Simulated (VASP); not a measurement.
# Mg (R-3m) in VASP: a series of runs, part 2 of 2

VASP 6.6.1. Earlier steps stand in the parts before.

## 3. Relaxation of cell and atoms, PBE

This run uses another cell than the first one, of 22.55 Å³/atom, 0.981 times its volume.

Contents of INCAR:

```
SYSTEM = Mg
  PREC = Accurate
  ENCUT = 600
  EDIFF = 1E-6
  ISMEAR = 0
  SIGMA = 0.1
  LREAL = .FALSE.
  LASPH = .TRUE.
  NELM = 100
  ALGO = Normal
  ISIF = 3
  LWAVE = .FALSE.
  LCHARG = .FALSE.
  GGA = PE
  IBRION = 2
  NSW = 100
  EDIFFG = -0.005
```

Contents of KPOINTS:

```
regular mesh
0
G
  15 15 15
  0 0 0
```

Contents of POSCAR:

```
Mg
1.0
    1.5926943142      0.9195424911      7.6998773267
   -1.5926943142      0.9195424911      7.6998773267
    0.0000000000     -1.8390849821      7.6998773267
Mg
3
Direct
    0.0000000000      0.0000000000      0.0000000000
    0.2219355900      0.2219355900      0.2219355900
    0.7780644100      0.7780644100      0.7780644100
```

Potentials or basis: VASP PAW PBE potentials, release 64 (Mg).

Run with:

```sh
cat potpaw_PBE.64/Mg/POTCAR > POTCAR
mpirun -np 1 vasp_std > vasp.out
```

It took 13 min on 1 thread of Intel Xeon 6975P-C (Granite Rapids), shared host; peak memory 0.7 GiB.

Results (log left out):

```
Free energy                            : -4.5150 eV
Relaxed volume                         : 22.91 Å³/atom
Relaxed cell                           : a = 7.971 Å, b = 7.971 Å, c = 7.971 Å, α = 23.15°, β = 23.15°, γ = 23.15°
Space group after relaxing (to 0.05 Å) : R-3m (No. 166)
Energy gained by relaxing              : 0.7 meV/atom
Ionic steps                            : 6
Pressure after relaxing                : 0.0 GPa
Band gap on the k mesh                 : zero (band 3 reaches 3.61 eV, above the bottom of band 4 at 1.55 eV)
```

Forces on the atoms (eV/Å):
```
Mg   0.000  0.000  0.000
Mg   0.000  0.000  0.002
Mg   0.000  0.000 -0.002
```

The path:
```
step  energy change (eV)  largest force (eV/Å)  pressure (GPa)  volume (Å³)
   1              0.0000                0.0106            0.59        67.66
   2             -0.0019                0.0075            0.14        68.48
   3             -0.0020                0.0067           -0.01        68.76
   4             -0.0020                0.0068            0.00        68.73
   5             -0.0020                0.0053            0.00        68.73
   6             -0.0020                0.0024            0.00        68.72
```

Final structure:
```cif
data_structure
_symmetry_space_group_name_H-M 'P 1'
_symmetry_Int_Tables_number 1
_cell_length_a 7.9706
_cell_length_b 7.9706
_cell_length_c 7.9706
_cell_angle_alpha 23.154
_cell_angle_beta 23.154
_cell_angle_gamma 23.154
_cell_volume 68.72
loop_
_atom_site_label
_atom_site_type_symbol
_atom_site_fract_x
_atom_site_fract_y
_atom_site_fract_z
_atom_site_occupancy
Mg1 Mg 0.00000 0.00000 0.00000 1
Mg2 Mg 0.22201 0.22201 0.22201 1
Mg3 Mg 0.77799 0.77799 0.77799 1
```

Levels at points of the mesh, in eV from the Fermi level:
```csv
k point,band 1,band 2,band 3,band 4,band 5,band 6,band 7
"(0.00, 0.00, 0.00)",-6.93,-4.46,-4.45,2.69,2.70,11.11,11.11
```

## 4. Single point, PBE

Contents of INCAR:

```
SYSTEM = Mg
  ALGO = Normal
  EDIFF = 1E-6
  ENCUT = 520
  GGA = PE
  ISIF = 2
  ISMEAR = 0
  LASPH = .TRUE.
  LCHARG = .FALSE.
  LREAL = .FALSE.
  LWAVE = .FALSE.
  NBANDS = 10
  NELM = 100
  PREC = Accurate
  SIGMA = 0.15
```

Contents of KPOINTS:

```
k-points
0
G
  18 18 18
  0 0 0
```

Contents of POSCAR:

```
Mg
1.0
    1.6017208966      0.9247539908      7.7604158681
   -1.6017208966      0.9247539908      7.7604158681
    0.0000000000     -1.8495079816      7.7604158681
Mg
3
Direct
    0.0000000000      0.0000000000      0.0000000000
    0.2220330183      0.2220330183      0.2220330183
    0.7779669817      0.7779669817      0.7779669817
```

Run with:

```sh
cat potpaw_PBE.64/Mg/POTCAR > POTCAR
mpirun -np 1 vasp_std > vasp.out
```

Wall time 8.6 min (1 thread of Intel Xeon 6975P-C (Granite Rapids), shared host); peak memory 0.73 GiB.

The run converged. Its results:

```
Free energy            : -4.5192 eV
Pressure               : -0.1 GPa
Band gap on the k mesh : zero (band 3 reaches 3.62 eV, above the bottom of band 4 at 1.43 eV)
```

Stress tensor (GPa, compression positive):
```
-0.17  0.00  0.00
 0.00 -0.17  0.00
 0.00  0.00  0.01
```

Levels at points of the mesh, in eV from the Fermi level:
```csv
k point,band 1,band 2,band 3,band 4,band 5,band 6
"(0.00, 0.00, 0.00)",-6.92,-4.45,-4.44,2.69,2.69,11.08
"(0.50, 0.00, 0.00)",-2.09,-2.07,-0.82,-0.10,0.96,1.27
"(0.50, 0.50, 0.00)",-1.91,-1.85,-1.33,-0.79,1.87,2.31
"(0.50, 0.50, 0.50)",-6.30,-6.28,-1.65,-1.19,7.74,7.75
```

## 5. Single point, PBE

This run uses another cell than the first one, of 22.55 Å³/atom, 0.981 times its volume.

Contents of INCAR:

```
SYSTEM = Mg
PREC = Accurate
ENCUT = 520
EDIFF = 1E-6
ISMEAR = 0
SIGMA = 0.1
LREAL = .FALSE.
LASPH = .TRUE.
NELM = 100
ALGO = Normal
ISIF = 2
LWAVE = .FALSE.
LCHARG = .TRUE.
GGA = PE
LELF = .TRUE.
LVHAR = .TRUE.
NBANDS = 10
```

Contents of KPOINTS:

```
regular mesh
0
G
  6 6 6
  0 0 0
```

Contents of POSCAR:

```
Mg
1.0
    1.5926943142      0.9195424911      7.6998773267
   -1.5926943142      0.9195424911      7.6998773267
    0.0000000000     -1.8390849821      7.6998773267
Mg
3
Direct
    0.0000000000      0.0000000000      0.0000000000
    0.2219355900      0.2219355900      0.2219355900
    0.7780644100      0.7780644100      0.7780644100
```

Potentials or basis: VASP PAW PBE potentials, release 64 (Mg).

Run with:

```sh
cat potpaw_PBE.64/Mg/POTCAR > POTCAR
mpirun -np 1 vasp_std > vasp.out
```

OUTCAR:

```text
SYSTEM = Mg
   PREC = Accurate
   ENCUT = 520
   EDIFF = 1E-6
   ISMEAR = 0
   LREAL = .FALSE.
   LASPH = .TRUE.
   NELM = 100
   ISIF = 2
   GGA = PE

 ion  position               nearest neighbor table
   1  0.000  0.000  0.000-   3 3.16   3 3.16   2 3.16   2 3.16   3 3.16   2 3.16
   2  0.222  0.222  0.222-   3 3.15   3 3.15   3 3.15   1 3.16   1 3.16   1 3.16
   3  0.778  0.778  0.778-   2 3.15   2 3.15   2 3.15   1 3.16   1 3.16   1 3.16

  LATTYP: Found a trigonal (rhomboedric) cell.
 ALAT       =     7.9164603465
 COS(alpha) =     0.9190470325
[... 498 lines left out ...]
      8       6.7867      0.00000
      9       7.7384      0.00000
     10       8.8079      0.00000

 [... further k-points ...]
[... 5 lines left out ...]
  --------------------------------------------------------------------------------------
  -------------------------------------------------------------------------------------
  Total        0.2179563      0.2179563      0.3499280      0.0000000      0.0000000      0.0000000
  in kB        5.1610807      5.1610807      8.2860954      0.0000000      0.0000000      0.0000000
  external PRESSURE =       6.2027523 kB  Pullay stress =       0.0000000 kB

 VOLUME and BASIS-vectors are now :
 -----------------------------------------------------------------------------
  energy-cutoff  :      520.00
  volume of cell :       67.66
      direct lattice vectors                 reciprocal lattice vectors
     1.592694314  0.919542491  7.699877327     0.313933437  0.181249554  0.043290733
    -1.592694314  0.919542491  7.699877327    -0.313933437  0.181249554  0.043290733
     0.000000000 -1.839084982  7.699877327     0.000000000 -0.362499109  0.043290733

 POSITION                                       TOTAL-FORCE (eV/Angst)
 -----------------------------------------------------------------------------------
      0.00000      0.00000      0.00000         0.000000      0.000000      0.000000
      0.00000      0.00000      5.12663         0.000000      0.000000      0.007040
      0.00000      0.00000     17.97300         0.000000     -0.000000     -0.007040
 -----------------------------------------------------------------------------------
    total drift:                                0.000000      0.000000     -0.000000

  FREE ENERGIE OF THE ION-ELECTRON SYSTEM (eV)
  ---------------------------------------------------
  free  energy   TOTEN  =        -4.4162674588 eV

  energy  without entropy=       -4.4049459832  energy(sigma->0) =       -4.41060672
```

stdout:

```text
POSCAR found type information on POSCAR Mg
 POSCAR found :  1 types and       3 ions
 scaLAPACK will be used
 LDA part: xc-table for (Slater+PW92), standard interpolation
 POSCAR, INCAR and KPOINTS ok, starting setup
 FFT: planning ... GRIDC
 FFT: planning ... GRID_SOFT
 FFT: planning ... GRID
 WAVECAR not read
 entering main loop
```

It took 43 s on 1 thread of Intel Xeon 6975P-C (Granite Rapids), shared host; peak memory 0.4 GiB.

What came out:

| Quantity | Value |
| --- | --- |
| Free energy | -4.4163 eV |
| Pressure | 0.6 GPa |
| Largest force | 0.007 eV/Å |
| Band gap on the k mesh | zero (band 3 reaches 2.85 eV, above the bottom of band 4 at 1.56 eV) |

Forces in eV/Å, atoms in the order of the input:
```
Mg   0.000  0.000  0.000
Mg   0.000  0.000  0.007
Mg   0.000  0.000 -0.007
```

Stress tensor (GPa, compression positive):
```
0.52 0.00 0.00
0.00 0.52 0.00
0.00 0.00 0.83
```

Levels at points of the mesh, in eV from the Fermi level:
```tsv
k point	band 1	band 2	band 3	band 4	band 5	band 6	band 7	band 8
(0.00, 0.00, 0.00)	-6.95	-4.44	-4.43	2.80	2.81	11.23	11.23	11.37
(0.50, 0.00, 0.00)	-2.08	-2.04	-0.78	-0.04	1.03	1.34	5.78	5.88
(0.50, 0.50, 0.00)	-1.89	-1.83	-1.30	-0.74	1.96	2.38	4.41	4.55
(0.50, 0.50, 0.50)	-6.32	-6.31	-1.61	-1.11	7.91	7.93	11.07	11.07
```

Caveat: the k points lie up to 0.38 Å⁻¹ apart.

## 6. The runs side by side

```tsv
task	cell	k mesh	cutoff (eV)	smearing	gap on the mesh (eV)	pressure (GPa)
single point	a = 7.978 Å, angles 23.2°, 3 atoms	15 × 15 × 15	520	gaussian 0.1 eV	none	-0.1
relaxation of cell and atoms	relaxed from a = 7.916 Å, angles 23.2°, 3 atoms	15 × 15 × 15	600	gaussian 0.1 eV	none	0.0
single point	a = 7.978 Å, angles 23.2°, 3 atoms	18 × 18 × 18	520	gaussian 0.15 eV	none	-0.1
single point	a = 7.916 Å, angles 23.2°, 3 atoms	6 × 6 × 6	520	gaussian 0.1 eV	none	0.6
```

Alike in all rows: level PBE; potentials or basis VASP PAW PBE potentials, release 64 (Mg); no spin polarisation.

Caveats: some runs use coarse meshes.

Absolute energies hang on the potentials; compare differences alone.
